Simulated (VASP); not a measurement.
# CdS (P3m1) in VASP: a series of runs

CdS is run at these levels: PBE0, PBE, LDA; tasks: single point, relaxation of cell and atoms.

All numbers are computed with VASP 6.6.1; they aren't measurements. Logs are shortened: lines on timing, memory, paths and dates and some standing lists are left out, and cuts for length are marked.

## Step 1: The cell of the first run

The structure is trigonal, space group P3m1 (No. 156). The conventional cell has a = 4.261 Å, b = 4.261 Å, c = 5.804 Å, α = 90.00°, β = 90.00°, γ = 120.00°. Within 3.2 Å of Cd (site symmetry 3m) lie 3 S at 2.46 Å. Within 3.2 Å of S (site symmetry 3m) lie 3 Cd at 2.46 Å.

## Step 2: Single point, PBE0

Input file POSCAR:

```
CdS
1.0
    4.2611695877      0.0000000000      0.0000000000
   -2.1305847939      3.6902811128      0.0000000000
    0.0000000000      0.0000000000      5.8041729400
Cd S
1 1
Direct
    0.0000000000      0.0000000000      0.4426919200
    0.6666666667      0.3333333333      0.4343080800
```

Input file INCAR.step1:

```
SYSTEM = CdS
  ALGO = Normal
  EDIFF = 1E-5
  ENCUT = 520
  GGA = PE
  ISIF = 2
  ISMEAR = 0
  LASPH = .True.
  LCHARG = .False.
  LREAL = .False.
  LWAVE = .True.
  NBANDS = 16
  NELM = 100
  PREC = Accurate
  SIGMA = 0.05
```

Input file INCAR.step2:

```
SYSTEM = CdS
  AEXX = 0.25
  ALGO = Normal
  EDIFF = 1E-7
  ENCUT = 520
  GGA = PE
  ISIF = 2
  ISMEAR = 0
  ISTART = 1
  LASPH = .True.
  LCHARG = .False.
  LHFCALC = .True.
  LREAL = .False.
  LWAVE = .False.
  NBANDS = 16
  NELM = 100
  PREC = Accurate
  PRECFOCK = Normal
  SIGMA = 0.05
```

Input file KPOINTS:

```
k-points
0
Gamma
  4 4 3
  0 0 0
```

Potentials or basis: VASP PAW PBE potentials, release 64 (Cd, S).

On the command line:

```sh
$ cat potpaw_PBE.64/Cd/POTCAR potpaw_PBE.64/S/POTCAR > POTCAR
$ cp INCAR.step1 INCAR
$ mpirun -np 1 vasp_std > vasp.out
$ cp INCAR.step2 INCAR
$ mpirun -np 1 vasp_std > vasp.out
```

OUTCAR:

```text
SYSTEM = CdS
   AEXX = 0.25
   EDIFF = 1E-7
   ENCUT = 520
   GGA = PE
   ISIF = 2
   ISMEAR = 0
   ISTART = 1
   LASPH = .True.
   LHFCALC = .True.
   LREAL = .False.
   NELM = 100
   PREC = Accurate
   PRECFOCK = Normal

 ion  position               nearest neighbor table
   1  0.000  0.000  0.443-   2 2.46   2 2.46   2 2.46
   2  0.667  0.333  0.434-   1 2.46   1 2.46   1 2.46

  LATTYP: Found a hexagonal cell.
 ALAT       =     4.2611695877
 C/A-ratio  =     1.3621079426

  Lattice vectors:

 A1 = (   4.2611695877,   0.0000000000,   0.0000000000)
 A2 = (  -2.1305847939,   3.6902811128,   0.0000000000)
 A3 = (   0.0000000000,   0.0000000000,   5.8041729400)

Analysis of symmetry for initial positions (statically):
=====================================================================
 Subroutine PRICEL returns:
 Original cell was already a primitive cell.

 Routine SETGRP: Setting up the symmetry group for a
 hexagonal supercell.

 Subroutine GETGRP returns: Found  6 space group operations
 (whereof  6 operations were pure point group operations)
 out of a pool of 24 trial point group operations.

The static configuration has the point symmetry C_3v.

Analysis of symmetry for dynamics (positions and initial velocities):
=====================================================================
 Subroutine PRICEL returns:
 Original cell was already a primitive cell.

 Routine SETGRP: Setting up the symmetry group for a
 hexagonal supercell.

 Subroutine GETGRP returns: Found  6 space group operations
 (whereof  6 operations were pure point group operations)
 out of a pool of 24 trial point group operations.

The dynamic configuration has the point symmetry C_3v.

 Subroutine INISYM returns: Found  6 space group operations
 (whereof  6 operations are pure point group operations),
 and found     1 'primitive' translations

----------------------------------------------------------------------------------------

                                     Primitive cell

  volume of cell :      91.2701

  direct lattice vectors                    reciprocal lattice vectors
     4.261169588  0.000000000  0.000000000     0.234677353  0.135491033  0.000000000
    -2.130584794  3.690281113  0.000000000     0.000000000  0.270982066  0.000000000
     0.000000000  0.000000000  5.804172940     0.000000000  0.000000000  0.172289835

  length of vectors
     4.261169588  4.261169588  5.804172940     0.270982066  0.270982066  0.172289835

  position of ions in fractional coordinates (direct lattice)
     0.000000000  0.000000000  0.442691920
     0.666666667  0.333333333  0.434308080

  ion indices of the primitive-cell ions
   primitive index   ion index
                 1           1
                 2           2

----------------------------------------------------------------------------------------

 KPOINTS: k-points

Automatic generation of k-mesh.
 Grid dimensions read from file:
 generate k-points for:    4    4    3

 Generating k-lattice:

  Cartesian coordinates                     Fractional coordinates (reciprocal lattice)
     0.058669338  0.033872758  0.000000000     0.250000000 -0.000000000  0.000000000
     0.000000000  0.067745516  0.000000000     0.000000000  0.250000000  0.000000000
     0.000000000  0.000000000  0.057429945     0.000000000  0.000000000  0.333333333

  Length of vectors
     0.067745516  0.067745516  0.057429945

  Shift w.r.t. Gamma in fractional coordinates (k-lattice)
     0.000000000  0.000000000  0.000000000

 Subroutine IBZKPT returns following result:
 ===========================================

 Found      9 irreducible k-points:

 Following reciprocal coordinates:
            Coordinates               Weight
  0.000000  0.000000  0.000000      1.000000
  0.250000 -0.000000  0.000000      6.000000
  0.500000 -0.000000  0.000000      3.000000
  0.250000  0.250000  0.000000      6.000000
  0.000000  0.000000  0.333333      2.000000
  0.250000 -0.000000  0.333333      6.000000
  0.000000  0.250000  0.333333      6.000000
  0.500000 -0.000000  0.333333      6.000000
  0.250000  0.250000  0.333333     12.000000
   k-points           NKPTS =      9   k-points in BZ     NKDIM =     48   number of bands    NBANDS=     16
   number of dos      NEDOS =    301   number of ions     NIONS =      2
   total plane-waves  NPLWV =  49152
   dimension x,y,z NGX =    32 NGY =   32 NGZ =   48
   dimension x,y,z NGXF=    64 NGYF=   64 NGZF=   96
   ions per type =               1   1
   NGX,Y,Z   is equivalent  to a cutoff of  12.48, 12.48, 13.75 a.u.
   NGXF,Y,Z  is equivalent  to a cutoff of  24.97, 24.97, 27.50 a.u.
 SYSTEM =  CdS
   PREC   = accura    normal or accurate (medium, high low for compatibility)
   ISTART =      1    job   : 0-new  1-cont  2-samecut
   ICHARG =      0    charge: 1-file 2-atom 10-const
   ISPIN  =      1    spin polarized calculation?
   LNONCOLLINEAR =      F non collinear calculations
   LSORBIT =      F    spin-orbit coupling
   LASPH  =      T    aspherical Exc in radial PAW
   ENCUT  =  520.0 eV  38.22 Ry    6.18 a.u.   7.92  7.92 10.79*2*pi/ulx,y,z
   NELM   =    100;   NELMIN=  2; NELMDL=  0     # of ELM steps
   EDIFF  = 0.1E-06   stopping-criterion for ELM
   LREAL  =      F    real-space projection
   EDIFFG = 0.1E-05   stopping-criterion for IOM
   NSW    =      0    number of steps for IOM
   IBRION =     -1    ionic relax: 0-MD 1-quasi-New 2-CG
   NFREE  =      0    steps in history (QN), initial steepest desc. (CG)
   ISIF   =      2    stress and relaxation
   ISYM   =      3    0-nonsym 1-usesym 2-fastsym
   POTIM  = 0.5000    time-step for ionic-motion
   TEBEG  =    0.0;   TEEND  =   0.0 temperature during run
   PSTRESS=    0.0 pullay stress
   NELECT =      18.0000    total number of electrons
   NUPDOWN=      -1.0000    fix difference up-down
   EMIN   =  10.00;   EMAX   =-10.00  energy-range for DOS
   EFERMI =   0.00;   METHOD = LEGACY
   ISMEAR =     0;   SIGMA  =   0.05  broadening in eV -4-tet -1-fermi 0-gaus
   EFERMI_NEDOS =   21; number of points for ismear=-14 and -15
   IALGO  =     38    algorithm
   IMIX   =      1    mixing-type and parameters
     AMIX     =   0.40;   BMIX     =  1.00
     AMIX_MAG =   1.60;   BMIX_MAG =  1.00
  volume/ion in A,a.u.               =      45.64       307.96
  Fermi-wavevector in a.u.,A,eV,Ry     =   0.952919  1.800756 12.354841  0.908055
  Thomas-Fermi vector in A             =   2.081527
   LORBIT       =      0    0 simple, 1 ext, 2 COOP (PROOUT), +10 PAW based schemes
   GGA     = PE    functional components
   LHFCALC =     T    Hartree Fock is set to
   PRECFOCK=normal    Normal, Fast or Accurate (Low or Medium for compatibility)
   ENCUT4O =  -1.0   cutoff for four orbital integrals eV
   NKREDX  =     1    reduce k-point grid by
   NKREDY  =     1    reduce k-point grid by
   NKREDZ  =     1    reduce k-point grid by
   AEXX    =    0.2500 exact exchange contribution
   HFSCREEN=    0.0000 screening length (either q_TF or 0.3 A-1)
   HFSCREENC=   0.0000 screening length for correlation (either q_TF or 0.3 A-1)
   ENCUTFOCK=  -1.0 apply spherical cutoff to Coloumb kernel
   IVDW    =     0    specifies the selected vdW correction
   LEPSILON=     F    determine dielectric tensor
   LRPA    =     F    only Hartree local field effects (RPA)
 non-spin polarized calculation
 Gauss-broadening in eV      SIGMA  =   0.05
  energy-cutoff  :      520.00
  volume of cell :       91.27
 maximum number of plane-waves:      2466
 NGX is ok and might be reduce to    32
  NGX = 24; NGY = 24; NGZ = 36

 number of electron      18.0000002 magnetization

 Free energy of the ion-electron system (eV)
  ---------------------------------------------------
  ext. energy  EPLUGINS =         0.00000000
  ---------------------------------------------------
  free energy    TOTEN  =        -7.64265105 eV

  energy without entropy =       -7.64265105  energy(sigma->0) =       -7.64265105

 E-fermi :  -2.8164     XC(G=0):  -4.8056

 val. band max:       -3.0839289053   @ k =   0.0000   0.0000   0.3333
 cond. band min:       0.1326982550   @ k =   0.0000   0.0000   0.0000
 fundamental gap:      3.2166271603
 Fermi energy:        -2.8164405500

 k-point     1 :       0.0000    0.0000    0.0000
  band No.  band energies     occupation
      1     -15.8952      2.00000
      2     -11.8943      2.00000
      3     -11.8943      2.00000
      4     -11.4369      2.00000
      5     -11.4369      2.00000
      6     -11.1876      2.00000
      7      -4.3362      2.00000
      8      -3.0875      2.00000
      9      -3.0875      2.00000
     10       0.1327      0.00000
     11       4.0563      0.00000
     12       5.7473      0.00000
     13       5.7473      0.00000
     14       5.8178      0.00000
     15       9.7699      0.00000
     16      10.6393      0.00000

 k-point     2 :       0.2500   -0.0000    0.0000
  band No.  band energies     occupation
      1     -15.7150      2.00000
      2     -11.7982      2.00000
      3     -11.7567      2.00000
      4     -11.4905      2.00000
      5     -11.4443      2.00000
      6     -11.1041      2.00000
      7      -5.3332      2.00000
      8      -3.8990      2.00000
      9      -3.8268      2.00000
     10       1.8411      0.00000
     11       4.4270      0.00000
     12       4.7845      0.00000
     13       5.7450      0.00000
     14       7.4196      0.00000
     15       9.5437      0.00000
     16       9.9200      0.00000

 k-point     3 :       0.5000   -0.0000    0.0000
  band No.  band energies     occupation
      1     -15.5351      2.00000
      2     -11.6358      2.00000
      3     -11.6073      2.00000
      4     -11.5412      2.00000
      5     -11.4513      2.00000
      6     -10.9488      2.00000
      7      -6.9176      2.00000
      8      -4.4660      2.00000
      9      -3.3899      2.00000
     10       2.4226      0.00000
     11       3.8234      0.00000
     12       5.3412      0.00000
     13       5.9214      0.00000
     14       8.8759      0.00000
     15       9.1293      0.00000
     16       9.6323      0.00000

 k-point     4 :       0.2500    0.2500    0.0000
  band No.  band energies     occupation
      1     -15.5355      2.00000
      2     -11.7108      2.00000
      3     -11.5861      2.00000
      4     -11.5291      2.00000
      5     -11.4640      2.00000
      6     -10.8923      2.00000
      7      -6.5429      2.00000
      8      -5.1425      2.00000
      9      -3.3969      2.00000
     10       3.5096      0.00000
     11       4.0517      0.00000
     12       5.0568      0.00000
     13       6.5293      0.00000
     14       7.4501      0.00000
     15       7.4839      0.00000
     16       8.9116      0.00000

 k-point     5 :       0.0000    0.0000    0.3333
  band No.  band energies     occupation
      1     -15.8922      2.00000
      2     -11.8942      2.00000
      3     -11.8942      2.00000
      4     -11.4372      2.00000
      5     -11.4372      2.00000
      6     -11.1808      2.00000
      7      -4.5064      2.00000
      8      -3.0839      2.00000
      9      -3.0839      2.00000
     10       0.4083      0.00000
     11       3.6656      0.00000
     12       5.7933      0.00000
     13       5.7933      0.00000
     14       7.0165      0.00000
     15       9.9998      0.00000
     16      10.1923      0.00000

 k-point     6 :       0.2500   -0.0000    0.3333
  band No.  band energies     occupation
      1     -15.7125      2.00000
      2     -11.7978      2.00000
      3     -11.7567      2.00000
      4     -11.4915      2.00000
      5     -11.4447      2.00000
      6     -11.0990      2.00000
      7      -5.3114      2.00000
      8      -4.0383      2.00000
      9      -3.8220      2.00000
     10       2.1496      0.00000
     11       3.5129      0.00000
     12       5.4088      0.00000
     13       6.5772      0.00000
     14       7.4938      0.00000
     15       8.7883      0.00000
     16       9.3694      0.00000

 k-point     7 :       0.0000    0.2500    0.3333
  band No.  band energies     occupation
      1     -15.7125      2.00000
      2     -11.7978      2.00000
      3     -11.7567      2.00000
      4     -11.4915      2.00000
      5     -11.4446      2.00000
      6     -11.0989      2.00000
      7      -5.3119      2.00000
      8      -4.0376      2.00000
      9      -3.8220      2.00000
     10       2.1417      0.00000
     11       3.5314      0.00000
     12       5.3690      0.00000
     13       6.6488      0.00000
     14       7.4879      0.00000
     15       8.6892      0.00000
     16       9.3815      0.00000

 k-point     8 :       0.5000   -0.0000    0.3333
  band No.  band energies     occupation
      1     -15.5331      2.00000
      2     -11.6343      2.00000
      3     -11.6072      2.00000
      4     -11.5426      2.00000
      5     -11.4517      2.00000
      6     -10.9477      2.00000
      7      -6.8941      2.00000
      8      -4.4605      2.00000
      9      -3.4803      2.00000
     10       2.5614      0.00000
     11       2.9890      0.00000
     12       6.0868      0.00000
     13       6.7698      0.00000
     14       8.5189      0.00000
     15       8.8347      0.00000
     16       9.8428      0.00000

 k-point     9 :       0.2500    0.2500    0.3333
  band No.  band energies     occupation
      1     -15.5334      2.00000
      2     -11.7100      2.00000
      3     -11.5857      2.00000
      4     -11.5303      2.00000
      5     -11.4646      2.00000
      6     -10.8905      2.00000
      7      -6.5203      2.00000
      8      -5.1321      2.00000
      9      -3.4900      2.00000
     10       3.1057      0.00000
     11       3.9756      0.00000
     12       5.5369      0.00000
     13       6.3261      0.00000
     14       7.2525      0.00000
     15       8.7633      0.00000
     16      10.1391      0.00000

------------------------ aborting loop because EDIFF is reached ----------------------------------------

  FORCE on cell =-STRESS in cart. coord.  units (eV):
  Direction    XX          YY          ZZ          XY          YZ          ZX
  --------------------------------------------------------------------------------------
  -------------------------------------------------------------------------------------
  Total       -0.5546999     -0.5546999     -0.0083875      0.0000000      0.0000000      0.0000000
  in kB       -9.7373341     -9.7373341     -0.1472363      0.0000000      0.0000000      0.0000000
  external PRESSURE =      -6.5406348 kB  Pullay stress =       0.0000000 kB

 VOLUME and BASIS-vectors are now :
 -----------------------------------------------------------------------------
  energy-cutoff  :      520.00
  volume of cell :       91.27
      direct lattice vectors                 reciprocal lattice vectors
     4.261169588  0.000000000  0.000000000     0.234677353  0.135491033  0.000000000
    -2.130584794  3.690281113  0.000000000     0.000000000  0.270982066  0.000000000
     0.000000000  0.000000000  5.804172940     0.000000000  0.000000000  0.172289835

 POSITION                                       TOTAL-FORCE (eV/Angst)
 -----------------------------------------------------------------------------------
      0.00000      0.00000      2.56946         0.000000     -0.000000     -0.015633
      2.13058      1.23009      2.52080        -0.000000      0.000000      0.015633
 -----------------------------------------------------------------------------------
    total drift:                               -0.000035      0.000021     -0.000135

  FREE ENERGIE OF THE ION-ELECTRON SYSTEM (eV)
  ---------------------------------------------------
  free  energy   TOTEN  =        -7.6426510514 eV

  energy  without entropy=       -7.6426510514  energy(sigma->0) =       -7.64265105
```

Wall time 4.7 min (1 thread of Intel Xeon Platinum 8488C (Sapphire Rapids), shared host); peak memory 0.23 GiB.

Results:

```yaml
Free_energy: -7.6427 eV
Pressure: -0.7 GPa
Largest_force: 0.016 eV/Å
Band_gap_on_the_k_mesh: 3.22 eV
```

Forces in eV/Å, atoms in the order of the input:
```
Cd   0.000  0.000 -0.016
S    0.000  0.000  0.016
```

Stress tensor (GPa, compression positive):
```
-0.97  0.00  0.00
 0.00 -0.97  0.00
 0.00  0.00 -0.01
```

Levels at points of the mesh, in eV from the valence-band top:
```csv
k point,band 6,band 7,band 8,band 9,band 10,band 11,band 12,band 13
"(0.00, 0.00, 0.00)",-8.10,-1.25,0.00,0.00,3.22,7.14,8.83,8.83
"(0.50, 0.00, 0.00)",-7.86,-3.83,-1.38,-0.31,5.51,6.91,8.43,9.01
```

Caveat: the k points lie up to 0.43 Å⁻¹ apart; the PAW data sets were made with another functional, which shifts forces and pressure a little. A k mesh can miss the band edges.

## Step 3: Single point, PBE

Input file INCAR:

```
ALGO     = Normal         # electronic algorithm
EDIFF    = 1E-6           # SCF threshold, eV
ENCUT    = 630            # plane-wave cutoff, eV
GGA      = PE             # functional
GGA_COMPAT= False        
ISIF     = 2              # what is computed and relaxed
ISMEAR   = 0              # smearing method
LASPH    = True           # aspherical terms in the spheres
LCHARG   = True           # write CHGCAR
LELF     = True           # ELF
LREAL    = False          # projectors in reciprocal space
LVHAR    = True         
LWAVE    = False          # write WAVECAR
NBANDS   = 20             # bands
NELM     = 120            # most SCF steps
PREC     = Accurate       # precision mode
SIGMA    = 0.028999999999999998 # smearing width, eV
```

Input file KPOINTS:

```
k-points
0
Gamma
  7 7 5
```

POSCAR is that of step 2.

Potentials or basis: VASP PAW PBE potentials, release 64 (Cd_sv_GW, S).

On the command line:

```sh
$ cat potpaw_PBE.64/Cd_sv_GW/POTCAR potpaw_PBE.64/S/POTCAR > POTCAR
$ mpirun -np 1 vasp_std > vasp.out
```

Wall time 54 s (1 thread of Intel Xeon 6975P-C (Granite Rapids), shared host); peak memory 0.29 GiB.

It converged, with:

| Property | Result |
| --- | --- |
| Free energy | -5.7271 eV |
| Pressure | -0.3 GPa |
| Largest force | 0.005 eV/Å |
| Band gap on the k mesh | 1.46 eV |

Forces on the atoms (eV/Å):
```
Cd   0.000  0.000 -0.005
S    0.000  0.000  0.005
```

Stress tensor (GPa, compression positive):
```
-0.44  0.00  0.00
 0.00 -0.44  0.00
 0.00  0.00 -0.07
```

Levels at points of the mesh, in eV from the valence-band top:
```csv
k point,band 11,band 12,band 13,band 14,band 15,band 16
"(0.00, 0.00, 0.00)",-1.05,0.00,0.00,1.46,5.57,6.93
```

A k mesh can miss the band edges.

## Step 4: Single point, PBE

Input file INCAR:

```
SYSTEM = CdS
PREC     = Accurate       ! precision mode
ENCUT    = 630            ! plane-wave cutoff, eV
EDIFF    = 1E-6           ! SCF threshold, eV
ISMEAR   = 0              ! smearing method
SIGMA    = 0.024          ! smearing width, eV
LREAL    = .FALSE.        ! projectors in reciprocal space
LASPH    = .TRUE.         ! aspherical terms in the spheres
NELM     = 120            ! most SCF steps
ALGO     = Normal         ! electronic algorithm
ISIF     = 2              ! what is computed and relaxed
LWAVE    = .FALSE.        ! write WAVECAR
LCHARG   = .FALSE.        ! write CHGCAR
GGA      = PE             ! functional
NBANDS   = 20             ! bands
GGA_COMPAT= .FALSE.
```

Input file KPOINTS:

```
Automatic mesh
0
G
  7 7 5
  0 0 0
```

POSCAR is that of step 3.

On the command line:

```sh
$ cat potpaw_PBE.64/Cd_sv_GW/POTCAR potpaw_PBE.64/S/POTCAR > POTCAR
$ mpirun -np 1 vasp_std > vasp.out
```

Wall time 40 s (1 thread of AMD EPYC 9R45 (Zen 5), shared host); peak memory 0.26 GiB.

It converged, with:

* Free energy: -5.7271 eV
* Pressure: -0.3 GPa
* Largest force: 0.005 eV/Å
* Band gap on the k mesh: 1.46 eV

Forces on the atoms (eV/Å):
```
Cd   0.000  0.000 -0.005
S    0.000  0.000  0.005
```

Stress tensor (GPa, compression positive):
```
-0.44  0.00  0.00
 0.00 -0.44  0.00
 0.00  0.00 -0.07
```

Levels at points of the mesh, in eV from the valence-band top:
| k point | band 9 | band 10 | band 11 | band 12 | band 13 | band 14 | band 15 | band 16 | band 17 | band 18 |
| --- | --- | --- | --- | --- | --- | --- | --- | --- | --- | --- |
| (0.00, 0.00, 0.00) | -7.13 | -6.92 | -1.05 | 0.00 | 0.00 | 1.46 | 5.57 | 6.93 | 6.93 | 6.98 |

A k mesh can miss the band edges.

(Part 1 of 2 ends here.)
